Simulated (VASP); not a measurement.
Set up this calculation in VASP 6.6.1, as the native input.

```yaml
Task: single point
Functional: BLYP
Potentials_or_basis: VASP PAW PBE potentials, release 64 (Ta_pv)
Cutoff: 520 eV
k_mesh: 10 × 10 × 10
Occupations: fermi-dirac, width 0.1 eV
Spin: no spin polarisation
Dipole_correction: no
Further_INCAR_settings: ALGO = Normal; EDIFF = 1e-06; NBANDS = 18
```

The structure of Ta lies in POSCAR:

```
Ta
1.0
    0.0000000000      3.0176472519      3.0176472519
    3.0176472519      0.0000000000      3.0176472519
    3.0176472519      3.0176472519      0.0000000000
Ta
2
Direct
    0.1250000000      0.1250000000      0.1250000000
    0.8750000000      0.8750000000      0.8750000000
```

This cell differs from its parent crystal: volume scaled by 0.92.

The input as run:

INCAR

```
PREC = Accurate
ENCUT = 520
EDIFF = 1E-6
ISMEAR = -1
SIGMA = 0.1
LREAL = False
LASPH = True
NELM = 60
ALGO = Normal
ISIF = 2
LWAVE = False
LCHARG = False
GGA = B5
ALDAX = 1.0
AGGAX = 1.0
AGGAC = 1.0
ALDAC = 0.0
NBANDS = 18
```

KPOINTS

```
Automatic mesh
0
Gamma
  10 10 10
```

Potentials or basis: VASP PAW PBE potentials, release 64 (Ta_pv).

Run with:

```bash
$ cat potpaw_PBE.64/Ta_pv/POTCAR > POTCAR
$ mpirun -np 1 vasp_std > vasp.out
```

Results of the run:

```json
{"Pressure": "6.4 GPa", "Band gap on the k mesh": "zero (band 11 reaches 3.20 eV, above the bottom of band 12 at 2.33 eV)"}
```

Caveat: the PAW data sets were made with another functional, which shifts forces and pressure a little; spin-orbit coupling is left out, which moves the levels of the heavy elements.

Run time: 19 s on 1 thread of Intel(R) Xeon(R) 6975P-C (Granite Rapids), on a shared host, peak memory 0.19 GiB.
